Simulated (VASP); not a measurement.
## YSe: electric field gradients with LDA

The system is YSe.

```xyz
2
Lattice="0.0288 2.8894 2.8894 2.8894 0.0288 2.8894 2.8894 2.8894 0.0288" Properties=species:S:1:pos:R:3 pbc="T T T"
Y     0.0000    0.0000    0.0000
Se    2.9037    2.9037    2.9037
```

This cell differs from its parent crystal: equal xy, yz and zx shear strains of +1 %.

| Property | Result |
| --- | --- |
| Program | VASP 6.6.1 |
| Task | electric field gradients |
| Functional | LDA |
| Potentials or basis | VASP PAW LDA potentials, release 64 (Y_sv, Se) |
| Cutoff | 520 eV |
| k mesh | 7 × 7 × 7 |
| Occupations | fermi-dirac, width 0.03 eV |
| Spin | no spin polarisation |
| Dipole correction | no |
| Further INCAR settings | ALGO = Normal; EDIFF = 1e-08; NBANDS = 16 |

```
Pressure : -4.5 GPa
```

Levels at points of the mesh, in eV from the Fermi level:
```
           k point  band 4  band 5  band 6  band 7  band 8  band 9  band 10  band 11  band 12  band 13
(0.00, 0.00, 0.00)  -23.60  -15.21   -3.12   -3.04   -3.04   -0.42    -0.28    -0.28     0.45     0.45
```

Electric field gradients, principal values (V/Å²):
```
atom   least  middle  greatest (by size)
 1 Y   0.970   0.970              -1.939
2 Se  -1.976  -1.976               3.952
```

Wall time 58 s on 1 thread of AMD EPYC 7R13 (shared host), peak memory 0.16 GiB.

Caveat: the cell differs from its parent crystal (equal xy, yz and zx shear strains of +1 %); without QUAD_EFG the Cq values of the log hold for a quadrupole moment of 1 mb, not for the nuclei.
